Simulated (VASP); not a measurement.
Rh: single point with LDA

Crystal: Rh.

```
Rh
1.0
    -1.50336    1.50336    1.50336
     1.50336   -1.50336    1.50336
     1.50336    1.50336   -1.50336
Rh
1
Direct
  0.00000 0.00000 0.00000
```

This isn't the form of Rh at room conditions, which is fcc.

```yaml
Program: VASP 6.6.1
Task: single point
Functional: LDA
Potentials_or_basis: VASP PAW LDA potentials, release 64 (Rh_sv_GW)
Cutoff: 620 eV
k_mesh: 12 × 12 × 12
Occupations: gaussian, width 0.1 eV
Spin: no spin polarisation
```

| Quantity | Value |
| --- | --- |
| Pressure | 0.4 GPa |
| Band gap on the k mesh | zero (an odd number of electrons rules out a gap without spin polarisation) |

Levels at points of the mesh, in eV from the Fermi level:
```tsv
k point	band 7	band 8	band 9	band 10	band 11	band 12
(0.00, 0.00, 0.00)	-3.08	-3.08	-0.48	-0.48	18.19	18.19
(0.50, 0.00, 0.00)	-0.55	-0.10	1.25	1.69	9.62	14.48
(0.50, 0.50, 0.50)	1.15	1.15	1.15	9.50	9.50	9.50
```

Run time: 8.6 s on 1 thread of AMD EPYC 9R45 96-Core Processor (Zen 5), with other jobs on the host, peak memory 0.12 GiB.
